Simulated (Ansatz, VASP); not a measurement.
One calculation of W, two programs

```
W
1.0
    -1.58062    1.58062    1.58062
     1.58062   -1.58062    1.58062
     1.58062    1.58062   -1.58062
W
1
Cartesian
  0.0000 0.0000 0.0000
```

Alike in both runs: functional PBE; dispersion D4; k mesh 15 × 15 × 15; occupations fermi-dirac, width 0.15 eV; no spin polarisation.

Ansatz relaxed the structure, and its values are those at the end. VASP's run is a single point on that final structure, the one shown.

|  | VASP | Ansatz |
| --- | --- | --- |
| version | VASP 6.6.1 | Ansatz 0.2.0 |
| potentials or method | VASP PAW PBE potentials, release 64 (W_sv) | plane waves, PAW |
| plane-wave cutoff (eV) | 500 | 420 |
| valence electrons in the cell | 14 | 14 |

Ansatz gave:

| Property | Result |
| --- | --- |
| pressure (GPa) | 0.0 |

Q: What did VASP give for the same quantities?

A: Pressure (GPa): 0.5.

Neither program's run includes spin-orbit coupling.
